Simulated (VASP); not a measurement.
Runs of VASP 6.6.1 on AlCo (rocksalt type). The structure is that of space group Fm-3m (No. 225), or close to it. The cells are those of the table. 

| task | cell | cutoff (eV) | gap on the mesh (eV) | pressure (GPa) |
| --- | --- | --- | --- | --- |
| single point | a = 3.310 Å, angles 60.0°, 2 atoms | 520 | none | 0.3 |
| single point | a = 2.712 Å, angles 60.0°, 2 atoms | 520 | none | (a) |
| single point | a = 3.242 Å, angles 60.0°, 2 atoms | 520 | none | 10.3 |
| relaxation of cell and atoms | relaxed from a = 3.414 Å, angles 60.0°, 2 atoms | 600 | none | 0.0 |
| single point | a = 2.852 Å, angles 60.0°, 2 atoms | 520 | none | 159.2 |
| single point | a = 2.966 Å, angles 60.0°, 2 atoms | 520 | none | 92.4 |
| single point | a = 3.072 Å, angles 60.0°, 2 atoms | 520 | none | (b) |
| single point | a = 3.172 Å, angles 60.0°, 2 atoms | 520 | none | 24.0 |

Alike in all rows: level LDA; potentials or basis VASP PAW LDA potentials, release 64 (Co, Al); no spin polarisation; k mesh 15 × 15 × 15; smearing fermi-dirac 0.08 eV.

Q: Estimate the missing entries.

A: (a) 289.0; (b) 50.7.

Caveats: the run has no spin polarisation, though such a crystal can be magnetic; the cell stands under pressure (at least some runs).

A gap of «none» marks levels without a gap at the run's occupations.
